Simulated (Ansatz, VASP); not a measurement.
This is a calculation of NaCl for Ansatz 0.2.0.

Contents of input.yaml:

```yaml
crystal:
  lattice:
    - [3.50219, 0.0, 0.0]
    - [0.0, 3.50219, 0.0]
    - [0.0, 0.0, 3.50219]
  atoms:
    - { symbol: Cl, position: [0.5, 0.5, 0.5] }
    - { symbol: Na, position: [0.0, 0.0, 0.0] }
kpoints:
  mp_grid: { grid: [8, 8, 8] }
scf:
  occupations: { method: gaussian, width: 0.025 }
hamiltonian:
  xc: pbe
  pseudopotentials: { kind: all_electron, lapw: { basis_error: 0.001 } }
output:
  forces: true
  stress: true
  eigenvalues: true
```

Potentials or basis: all-electron LAPW, scalar-relativistic.

The run is started by

```bash
$ ansatz run input.yaml --threads 1 --pin off --max-ram 3072MiB --backend cpu --events-out ev --progress --plain --runs-dir out
```

Translate it to VASP 6.6.1. Potentials there: VASP PAW PBE potentials, release 64 (Cl, Na_pv).

As run (the cutoff follows the program's own potentials):

Contents of INCAR:

```
SYSTEM = NaCl
PREC = Accurate
ENCUT = 500
EDIFF = 1E-6
ISMEAR = 0
SIGMA = 0.025
LREAL = .False.
LASPH = .True.
NELM = 120
ALGO = Normal
ISIF = 2
LWAVE = .False.
LCHARG = .True.
GGA = PE
LELF = .True.
LVHAR = .True.
NBANDS = 14
GGA_COMPAT = .False.
```

File KPOINTS:

```
Automatic mesh
0
Gamma
  8 8 8
  0 0 0
```

POSCAR

```
NaCl
1.0
    3.5021900000      0.0000000000      0.0000000000
    0.0000000000      3.5021900000      0.0000000000
    0.0000000000      0.0000000000      3.5021900000
Cl Na
1 1
Direct
    0.5000000000      0.5000000000      0.5000000000
    0.0000000000      0.0000000000      0.0000000000
```

Potentials or basis: VASP PAW PBE potentials, release 64 (Cl, Na_pv).

The run is started by

```console
$ cat potpaw_PBE.64/Cl/POTCAR potpaw_PBE.64/Na_pv/POTCAR > POTCAR
$ mpirun -np 1 vasp_std > vasp.out
```

Both were run:

|  | VASP | Ansatz | Ansatz less VASP |
| --- | --- | --- | --- |
| gap on the k mesh at the Fermi level (eV) | 3.98 | 3.98 | +0.001 |
| least direct gap on the mesh (eV) | 4.47 | 4.47 | +0.001 |
| pressure (GPa) | 0.0 | 0.1 | +0.09 |

Ansatz ran all-electron here, and VASP with PAW potentials.
